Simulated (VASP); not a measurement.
Write the native input for VASP 6.6.1 that does the following.

```yaml
Task: single point
Functional: PBE
Potentials_or_basis: VASP PAW PBE potentials, release 64 (Al, V_sv, N)
Cutoff: 520 eV
k_mesh: 4 × 4 × 4
Occupations: gaussian, width 0.1 eV
Spin: collinear spin, ferromagnetic start
Starting_moments: "[0.0, 0.0, 0.0, 2.0, 0.0, 0.0, 0.0, 0.0] μB"
Dipole_correction: no
Further_INCAR_settings: ALGO = Normal; EDIFF = 1e-06; NBANDS = 35
```

The structure of Al3VN4 lies in POSCAR:

```
Al3VN4
1.0
    4.6702703300      0.0000000000      0.0000000000
    0.0000000000      4.6702703300      0.0000000000
    0.0000000000      0.0000000000      4.6702703300
Al V N
3 1 4
Direct
    0.5000000000      0.0000000000      0.0000000000
    0.0000000000      0.0000000000      0.5000000000
    0.0000000000      0.5000000000      0.0000000000
    0.5000000000      0.5000000000      0.5000000000
    0.0000000000      0.5000000000      0.5000000000
    0.5000000000      0.5000000000      0.0000000000
    0.0000000000      0.0000000000      0.0000000000
    0.5000000000      0.0000000000      0.5000000000
```

The input as run:

INCAR

```
SYSTEM = Al3VN4
PREC     = Accurate       ! precision mode
ENCUT    = 520            ! plane-wave cutoff, eV
EDIFF    = 1E-6           ! SCF threshold, eV
ISMEAR   = 0              ! smearing method
SIGMA    = 0.1            ! smearing width, eV
LREAL    = .FALSE.        ! projectors in reciprocal space
LASPH    = .TRUE.         ! aspherical terms in the spheres
NELM     = 150            ! most SCF steps
ALGO     = Normal         ! electronic algorithm
ISIF     = 2              ! what is computed and relaxed
LWAVE    = .FALSE.        ! write WAVECAR
LCHARG   = .FALSE.        ! write CHGCAR
ISPIN    = 2              ! spin polarisation
MAGMOM   = 0 0 0 2 0 0 0 0 ! initial moments
LORBIT   = 11             ! projections on sites
LMAXMIX  = 4              ! l up to which the mixer works
GGA      = PE             ! functional
NBANDS   = 35             ! bands
```

KPOINTS

```
regular mesh
0
G
  4 4 4
  0 0 0
```

Potentials or basis: VASP PAW PBE potentials, release 64 (Al, V_sv, N).

Run with:

```sh
$ cat potpaw_PBE.64/Al/POTCAR potpaw_PBE.64/V_sv/POTCAR potpaw_PBE.64/N/POTCAR > POTCAR
$ mpirun -np 1 vasp_std > vasp.out
```

It gave:

```yaml
Pressure: -42.5 GPa
Band_gap_on_the_k_mesh: zero (filled and empty bands overlap)
Net_moment: 1.97 μB per cell
Site_moments: Al +0.01; V +1.85; N -0.04, -0.01 (each value once) μB
Valence_electrons_inside_the_program's_atomic_spheres: Al 0.55; V 11.11; N 3.56
```

Caveat: the cell stands under tension.

Run time: 2.4 min on 1 thread of Intel Xeon 8259CL (shared host), peak memory 0.26 GiB.
